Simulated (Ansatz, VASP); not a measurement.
# One calculation of ZrSi2, two programs

```
Zr Si
1.0
     1.85138   -7.42053    0.00000
     1.85138    7.42053    0.00000
     0.00000    0.00000    3.66145
Zr Si
2 4
Direct
  0.89432 0.10568 0.25000
  0.10568 0.89432 0.75000
  0.55193 0.44807 0.25000
  0.44807 0.55193 0.75000
  0.25022 0.74978 0.25000
  0.74978 0.25022 0.75000
```

Alike in both runs: functional r2SCAN; k mesh 6 × 6 × 6; occupations fermi-dirac, width 0.1 eV; no spin polarisation.

Ansatz relaxed the structure, and its values are those at the end. VASP's run is a single point on that final structure, the one shown.

```csv
,VASP,Ansatz
version,VASP 6.6.1,Ansatz 0.2.0
potentials or method,"VASP PAW PBE potentials, release 64 (Zr_sv, Si), cutoff 520 eV",PAW plane waves
valence electrons in the cell,40,40
```

Ansatz gave:

* gap on the k mesh at the Fermi level (eV): none
* pressure (GPa): 0.0
* rms of the force components (eV/Å): 0.003

**Question.** What did VASP give for the same quantities?

**Answer.** gap on the k mesh at the Fermi level (eV): none; pressure (GPa): -0.1; rms of the force components (eV/Å): 0.008.

VASP's potentials were made for PBE, not for r2SCAN. A gap of «none» marks a metal or a gap that the smearing closes. The functional is the same, so the differences come from potentials, cutoffs and numerics.
